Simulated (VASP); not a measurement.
**Hf: single point with PBEsol**

The system is Hf.

```xyz
1
Lattice="-1.8170 1.8170 1.8170 1.8170 -1.8170 1.8170 1.8170 1.8170 -1.8170" Properties=species:S:1:pos:R:3 pbc="T T T"
Hf    0.0000    0.0000    0.0000
```

This cell differs from its parent crystal: volume scaled by 1.02.

```json
{
 "Program": "VASP 6.6.1",
 "Task": "single point",
 "Functional": "PBEsol",
 "Potentials or basis": "VASP PAW PBE potentials, release 64 (Hf_pv)",
 "Cutoff": "520 eV",
 "k mesh": "16 × 16 × 16",
 "Occupations": "fermi-dirac, width 0.08 eV",
 "Spin": "no spin polarisation"
}
```

- Pressure: -10.6 GPa
- Band gap on the k mesh: zero (band 5 reaches 5.41 eV, above the bottom of band 6 at 3.26 eV)

Levels at points of the mesh, in eV from the Fermi level:
| k point | band 1 | band 2 | band 3 | band 4 | band 5 | band 6 | band 7 | band 8 | band 9 | band 10 |
| --- | --- | --- | --- | --- | --- | --- | --- | --- | --- | --- |
| (0.00, 0.00, 0.00) | -30.06 | -30.06 | -30.06 | -6.82 | 1.45 | 1.45 | 1.45 | 4.04 | 4.04 | 12.99 |
| (0.50, 0.00, 0.00) | -30.71 | -30.27 | -30.06 | -3.18 | -0.40 | 0.85 | 3.83 | 4.76 | 7.00 | 9.22 |
| (0.50, 0.50, 0.50) | -30.52 | -30.52 | -30.52 | -2.29 | -2.29 | 6.26 | 6.26 | 6.26 | 6.69 | 6.69 |

Run time: 9 s on 1 thread of Intel(R) Xeon(R) 6975P-C (Granite Rapids), on a shared host, peak memory 0.16 GiB.

Caveat: the PAW data sets were made with another functional, which shifts forces and pressure a little; spin-orbit coupling is left out, which moves the levels of the heavy elements.
